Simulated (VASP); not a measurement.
Input of a VASP 6.6.1 run:

INCAR

```
SYSTEM = Mg3Mn
  PREC = Accurate
  ENCUT = 600
  EDIFF = 1E-6
  ISMEAR = -1
  SIGMA = 0.1
  LREAL = .False.
  LASPH = .True.
  NELM = 200
  ALGO = Normal
  ISIF = 2
  LWAVE = .False.
  LCHARG = .False.
  ISPIN = 2
  MAGMOM = 0 0 0 4
  LORBIT = 11
  LMAXMIX = 4
  GGA = LIBXC
  LIBXC1 = GGA_X_PBE_R
  LIBXC2 = GGA_C_PBE
  NBANDS = 22
  GGA_COMPAT = .False.
```

File KPOINTS:

```
Automatic mesh
0
Gamma
  8 8 8
  0 0 0
```

File POSCAR:

```
Mg3Mn
1.0
    4.2975710000      0.0107439275      0.0000000000
    0.0107439275      4.2975710000      0.0000000000
    0.0000000000      0.0000000000      4.2975710000
Mg Mn
3 1
Direct
    0.5000000000      0.5000000000      0.0000000000
    0.5000000000      0.0000000000      0.5000000000
    0.0000000000      0.5000000000      0.5000000000
    0.0000000000      0.0000000000      0.0000000000
```

Potentials or basis: VASP PAW PBE potentials, release 64 (Mg, Mn_pv).

Launch:

```bash
$ cat potpaw_PBE.64/Mg/POTCAR potpaw_PBE.64/Mn_pv/POTCAR > POTCAR
$ mpirun -np 1 vasp_std > vasp.out
```

(1) Estimate the net moment.

(2) Predict the pressure.

(3) Estimate the site moments.

Results:

(1) 3.59 μB per cell.

(2) 1.3 GPa.

(3) Mg -0.03; Mn +3.67 μB.

Caveat: the PAW data sets were made with another functional, which shifts forces and pressure a little.
